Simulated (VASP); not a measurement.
Here is a VASP 6.6.1 calculation.

File INCAR:

```
PREC = Accurate
ENCUT = 500
EDIFF = 1E-6
ISMEAR = 0
SIGMA = 0.01
LREAL = F
LASPH = T
NELM = 120
ALGO = Normal
ISIF = 2
LWAVE = F
LCHARG = F
GGA = PE
NBANDS = 17
GGA_COMPAT = F
```

File KPOINTS:

```
Automatic mesh
0
Gamma
  4 4 4
```

The input POSCAR:

```
TlBr
1.0
    3.9451843068      0.0000000000      0.0000000000
    0.0000000000      3.9451843068      0.0000000000
    0.0000000000      0.0000000000      3.9451843068
Tl Br
1 1
Direct
    0.0000000000      0.0000000000      0.0000000000
    0.5000000000      0.5000000000      0.5000000000
```

Potentials or basis: VASP PAW PBE potentials, release 64 (Tl_d, Br).

Command:

```console
$ cat potpaw_PBE.64/Tl_d/POTCAR potpaw_PBE.64/Br/POTCAR > POTCAR
$ mpirun -np 1 vasp_std > vasp.out
```

(1) Estimate the band gap on the k mesh.

(2) Predict the pressure.

Results:

(1) 1.78 eV, direct.

(2) 2.1 GPa.

Caveat: spin-orbit coupling is left out, which moves the levels of the heavy elements.
